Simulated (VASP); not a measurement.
# MgO (Cmcm) in VASP: single point with PBEsol

Aim: the single point of MgO with PBEsol.

Everything below comes from runs of VASP 6.6.1. Logs are shortened: lines on timing, memory, paths and dates and some standing lists are left out, and cuts for length are marked.

## Step 1: The cell of the first run

It takes space group Cmcm (No. 63, orthorhombic). Conventional cell: a = 4.214 Å, b = 4.214 Å, c = 4.214 Å, α = 90.00°, β = 90.00°, γ = 90.00°. Mg (site symmetry m2m) has 6 O at 2.09 to 2.12 Å within 2.8 Å. O (site symmetry m2m) has 6 Mg at 2.09 to 2.12 Å within 2.8 Å.

## Step 2: Single point, PBEsol (mode 4 (284.4 1/cm) frozen in, largest displacement +0.037 Å)

INCAR reads:

```
  ALGO = Normal
  EDIFF = 1E-6
  ENCUT = 520
  GGA = PS
  ISIF = 2
  ISMEAR = 0
  LASPH = T
  LCHARG = F
  LREAL = F
  LWAVE = F
  NBANDS = 16
  NELM = 80
  PREC = Accurate
  SIGMA = 0.05
```

KPOINTS reads:

```
k-points
0
Gamma
  8 8 6
```

POSCAR reads:

```
MgO
1.0
    0.0000000000     -2.1071057205     -2.1071057205
    0.0000000000      2.1071057205     -2.1071057205
    4.2142114411      0.0000000000      0.0000000000
Mg O
2 2
Direct
    0.4911015381      0.5088984619      0.5000000000
    0.0088984619     -0.0088984619      0.0000000000
    0.5049867098      0.4950132902      0.0000000000
   -0.0049867098      0.0049867098      0.5000000000
```

Potentials or basis: VASP PAW PBE potentials, release 64 (Mg, O).

On the command line:

```bash
cat potpaw_PBE.64/Mg/POTCAR potpaw_PBE.64/O/POTCAR > POTCAR
mpirun -np 1 vasp_std > vasp.out
```

OUTCAR:

```text
EDIFF = 1E-6
   ENCUT = 520
   GGA = PS
   ISIF = 2
   ISMEAR = 0
   LASPH = T
   LREAL = F
   NELM = 80
   PREC = Accurate

 ion  position               nearest neighbor table
   1  0.491  0.509  0.500-   4 2.09   4 2.11   4 2.11   3 2.11   3 2.11   4 2.12   2 2.93   2 2.93
                             2 2.98   2 2.98   2 2.98   2 2.98   2 3.03   2 3.03
   2  0.009  0.991  0.000-   3 2.09   3 2.11   3 2.11   4 2.11   4 2.11   3 2.12   1 2.93   1 2.93
                             1 2.98   1 2.98   1 2.98   1 2.98   1 3.03   1 3.03
   3  0.505  0.495  0.000-   2 2.09   2 2.11   2 2.11   1 2.11   1 2.11   2 2.12
   4  0.995  0.005  0.500-   1 2.09   1 2.11   1 2.11   2 2.11   2 2.11   1 2.12

  LATTYP: Found a simple tetragonal cell.
 ALAT       =     2.9798974873
 C/A-ratio  =     1.4142135624

  Lattice vectors:

 A1 = (   0.0000000000,  -2.1071057205,  -2.1071057205)
 A2 = (   0.0000000000,   2.1071057205,  -2.1071057205)
 A3 = (   4.2142114411,   0.0000000000,   0.0000000000)

Analysis of symmetry for initial positions (statically):
=====================================================================
 Subroutine PRICEL returns:
 Original cell was already a primitive cell.

 Routine SETGRP: Setting up the symmetry group for a
 simple tetragonal supercell.

 Subroutine GETGRP returns: Found  8 space group operations
 (whereof  4 operations were pure point group operations)
 out of a pool of 16 trial point group operations.

The static configuration has the point symmetry C_2v.
 The point group associated with its full space group is D_2h.

Analysis of symmetry for dynamics (positions and initial velocities):
=====================================================================
 Subroutine PRICEL returns:
 Original cell was already a primitive cell.

 Routine SETGRP: Setting up the symmetry group for a
 simple tetragonal supercell.

 Subroutine GETGRP returns: Found  8 space group operations
 (whereof  4 operations were pure point group operations)
 out of a pool of 16 trial point group operations.

The dynamic configuration has the point symmetry C_2v.
 The point group associated with its full space group is D_2h.

 Subroutine INISYM returns: Found  8 space group operations
 (whereof  4 operations are pure point group operations),
 and found     1 'primitive' translations

----------------------------------------------------------------------------------------

                                     Primitive cell

  volume of cell :      37.4213

  direct lattice vectors                    reciprocal lattice vectors
     0.000000000 -2.107105720 -2.107105720     0.000000000 -0.237292318 -0.237292318
     0.000000000  2.107105720 -2.107105720     0.000000000  0.237292318 -0.237292318
     4.214211441  0.000000000  0.000000000     0.237292318  0.000000000  0.000000000

  length of vectors
     2.979897487  2.979897487  4.214211441     0.335582014  0.335582014  0.237292318

  position of ions in fractional coordinates (direct lattice)
     0.491101538  0.508898462  0.500000000
     0.008898462  0.991101538  0.000000000
     0.504986710  0.495013290  0.000000000
     0.995013290  0.004986710  0.500000000

  ion indices of the primitive-cell ions
   primitive index   ion index
                 1           1
                 2           2
                 3           3
                 4           4

----------------------------------------------------------------------------------------

 KPOINTS: k-points

Automatic generation of k-mesh.
 Grid dimensions read from file:
 generate k-points for:    8    8    6

 Generating k-lattice:

  Cartesian coordinates                     Fractional coordinates (reciprocal lattice)
     0.000000000 -0.029661540 -0.029661540     0.125000000  0.000000000  0.000000000
     0.000000000  0.029661540 -0.029661540     0.000000000  0.125000000  0.000000000
     0.039548720  0.000000000  0.000000000     0.000000000  0.000000000  0.166666667

  Length of vectors
     0.041947752  0.041947752  0.039548720

  Shift w.r.t. Gamma in fractional coordinates (k-lattice)
     0.000000000  0.000000000  0.000000000

 Subroutine IBZKPT returns following result:
 ===========================================

 Found     84 irreducible k-points:

 Following reciprocal coordinates:
            Coordinates               Weight
  0.000000  0.000000  0.000000      1.000000
  0.125000  0.000000  0.000000      4.000000
  0.250000  0.000000  0.000000      4.000000
  0.375000  0.000000  0.000000      4.000000
  0.500000  0.000000  0.000000      2.000000
  0.125000  0.125000  0.000000      2.000000
[... 16 lines left out ...]
  0.125000  0.000000  0.166667      8.000000
  0.250000  0.000000  0.166667      8.000000
 [... further k-points ...]
   k-points           NKPTS =     84   k-points in BZ     NKDIM =     84   number of bands    NBANDS=     16
   number of dos      NEDOS =    301   number of ions     NIONS =      4
   total plane-waves  NPLWV =  18432
   dimension x,y,z NGX =    24 NGY =   24 NGZ =   32
   dimension x,y,z NGXF=    48 NGYF=   48 NGZF=   64
   ions per type =               2   2
   NGX,Y,Z   is equivalent  to a cutoff of  13.39, 13.39, 12.62 a.u.
   NGXF,Y,Z  is equivalent  to a cutoff of  26.78, 26.78, 25.25 a.u.
 SYSTEM =  unknown system
   PREC   = accura    normal or accurate (medium, high low for compatibility)
   ISTART =      0    job   : 0-new  1-cont  2-samecut
   ICHARG =      2    charge: 1-file 2-atom 10-const
   ISPIN  =      1    spin polarized calculation?
   LNONCOLLINEAR =      F non collinear calculations
   LSORBIT =      F    spin-orbit coupling
   LASPH  =      T    aspherical Exc in radial PAW
   ENCUT  =  520.0 eV  38.22 Ry    6.18 a.u.   5.54  5.54  7.84*2*pi/ulx,y,z
   NELM   =     80;   NELMIN=  2; NELMDL= -5     # of ELM steps
   EDIFF  = 0.1E-05   stopping-criterion for ELM
   LREAL  =      F    real-space projection
   EDIFFG = 0.1E-04   stopping-criterion for IOM
   NSW    =      0    number of steps for IOM
   IBRION =     -1    ionic relax: 0-MD 1-quasi-New 2-CG
   NFREE  =      0    steps in history (QN), initial steepest desc. (CG)
   ISIF   =      2    stress and relaxation
   ISYM   =      2    0-nonsym 1-usesym 2-fastsym
   POTIM  = 0.5000    time-step for ionic-motion
   TEBEG  =    0.0;   TEEND  =   0.0 temperature during run
   PSTRESS=    0.0 pullay stress
   NELECT =      16.0000    total number of electrons
   NUPDOWN=      -1.0000    fix difference up-down
   EMIN   =  10.00;   EMAX   =-10.00  energy-range for DOS
   EFERMI =   0.00;   METHOD = LEGACY
   ISMEAR =     0;   SIGMA  =   0.05  broadening in eV -4-tet -1-fermi 0-gaus
   EFERMI_NEDOS =   21; number of points for ismear=-14 and -15
   IALGO  =     38    algorithm
   IMIX   =      4    mixing-type and parameters
     AMIX     =   0.40;   BMIX     =  1.00
     AMIX_MAG =   1.60;   BMIX_MAG =  1.00
  volume/ion in A,a.u.               =       9.36        63.13
  Fermi-wavevector in a.u.,A,eV,Ry     =   1.233318  2.330634 20.695468  1.521074
  Thomas-Fermi vector in A             =   2.368053
   LORBIT       =      0    0 simple, 1 ext, 2 COOP (PROOUT), +10 PAW based schemes
   GGA     = PS    functional components
   LHFCALC =     F    Hartree Fock is set to
   AEXX    =    0.0000 exact exchange contribution
   IVDW    =     0    specifies the selected vdW correction
   LEPSILON=     F    determine dielectric tensor
   LRPA    =     F    only Hartree local field effects (RPA)
 non-spin polarized calculation
 Gauss-broadening in eV      SIGMA  =   0.05
  energy-cutoff  :      520.00
  volume of cell :       37.42
 maximum number of plane-waves:      1032
 NGX is ok and might be reduce to    24
   NGX = 11   NGY = 11   NGZ = 15

 number of electron      15.9999998 magnetization

 Free energy of the ion-electron system (eV)
  ---------------------------------------------------
  ext. energy  EPLUGINS =         0.00000000
  ---------------------------------------------------
  free energy    TOTEN  =       -25.01252462 eV

  energy without entropy =      -25.01252462  energy(sigma->0) =      -25.01252462

 E-fermi :   3.3479     XC(G=0): -11.3031

 val. band max:        3.0592638783   @ k =   0.0000   0.0000   0.0000
 cond. band min:       7.6720385863   @ k =   0.0000   0.0000   0.0000
 fundamental gap:      4.6127747080
 Fermi energy:         3.3479395547

 k-point     1 :       0.0000    0.0000    0.0000
  band No.  band energies     occupation
      1     -14.1410      2.00000
      2     -12.5649      2.00000
      3      -1.0821      2.00000
      4       1.6927      2.00000
      5       1.6934      2.00000
      6       3.0552      2.00000
[... 8 lines left out ...]
     15      18.7169      0.00000
     16      21.8699      0.00000

 k-point     2 :       0.1250    0.0000    0.0000
  band No.  band energies     occupation
      1     -14.0291      2.00000
      2     -12.5517      2.00000
      3      -0.9295      2.00000
      4       1.2318      2.00000
      5       1.7465      2.00000
      6       2.3999      2.00000
[... 8 lines left out ...]
     15      18.9608      0.00000
     16      21.4971      0.00000

 k-point     3 :       0.2500    0.0000    0.0000
  band No.  band energies     occupation
      1     -13.7219      2.00000
      2     -12.5484      2.00000
      3      -0.4867      2.00000
      4       0.3093      2.00000
      5       1.1600      2.00000
      6       1.9000      2.00000
[... 8 lines left out ...]
     15      19.7401      0.00000
     16      21.0298      0.00000
[... 362 lines left out ...]
 k-point    23 :       0.1250    0.0000    0.1667
  band No.  band energies     occupation
      1     -13.9336      2.00000
      2     -12.6531      2.00000
      3      -0.8292      2.00000
      4       1.3698      2.00000
      5       1.8173      2.00000
      6       1.8964      2.00000
[... 8 lines left out ...]
     15      19.1282      0.00000
     16      21.3995      0.00000

 k-point    24 :       0.2500    0.0000    0.1667
  band No.  band energies     occupation
      1     -13.6398      2.00000
      2     -12.6206      2.00000
      3      -0.7108      2.00000
      4       0.7289      2.00000
      5       0.7511      2.00000
      6       1.9572      2.00000
[... 8 lines left out ...]
     15      19.6043      0.00000
     16      20.8099      0.00000

 [... further k-points ...]

------------------------ aborting loop because EDIFF is reached ----------------------------------------

  FORCE on cell =-STRESS in cart. coord.  units (eV):
  Direction    XX          YY          ZZ          XY          YZ          ZX
  --------------------------------------------------------------------------------------
  -------------------------------------------------------------------------------------
  Total       -0.1009102     -0.1057540     -0.1422321      0.0000000      0.0000000      0.0000000
  in kB       -4.3204258     -4.5278134     -6.0896076      0.0000000      0.0000000      0.0000000
  external PRESSURE =      -4.9792823 kB  Pullay stress =       0.0000000 kB

 VOLUME and BASIS-vectors are now :
 -----------------------------------------------------------------------------
  energy-cutoff  :      520.00
  volume of cell :       37.42
      direct lattice vectors                 reciprocal lattice vectors
     0.000000000 -2.107105720 -2.107105720     0.000000000 -0.237292318 -0.237292318
     0.000000000  2.107105720 -2.107105720     0.000000000  0.237292318 -0.237292318
     4.214211441  0.000000000  0.000000000     0.237292318  0.000000000  0.000000000

 POSITION                                       TOTAL-FORCE (eV/Angst)
 -----------------------------------------------------------------------------------
      2.10711      0.03750     -2.10711         0.000000     -0.273826      0.000000
      0.00000      2.06961     -2.10711         0.000000      0.273826      0.000000
      0.00000     -0.02102     -2.10711         0.000000      0.100680      0.000000
      2.10711     -2.08609     -2.10711         0.000000     -0.100680      0.000000
 -----------------------------------------------------------------------------------
    total drift:                                0.000000     -0.000000      0.000000

  FREE ENERGIE OF THE ION-ELECTRON SYSTEM (eV)
  ---------------------------------------------------
  free  energy   TOTEN  =       -25.0125246247 eV

  energy  without entropy=      -25.0125246247  energy(sigma->0) =      -25.01252462
```

Wall time 14 s (1 thread of Intel Xeon 6975P-C (Granite Rapids), shared host); peak memory 0.17 GiB.

What came out:

* Free energy: -25.0125 eV
* Pressure: -0.5 GPa
* Largest force: 0.274 eV/Å
* Band gap on the k mesh: 4.61 eV

Forces on the atoms (eV/Å):
```
Mg   0.000 -0.274  0.000
Mg   0.000  0.274  0.000
O    0.000  0.101  0.000
O    0.000 -0.101  0.000
```

Caveat: the cell differs from its parent crystal (mode 4 (284.4 1/cm) frozen in, largest displacement +0.037 Å); the PAW data sets were made with another functional, which shifts forces and pressure a little.
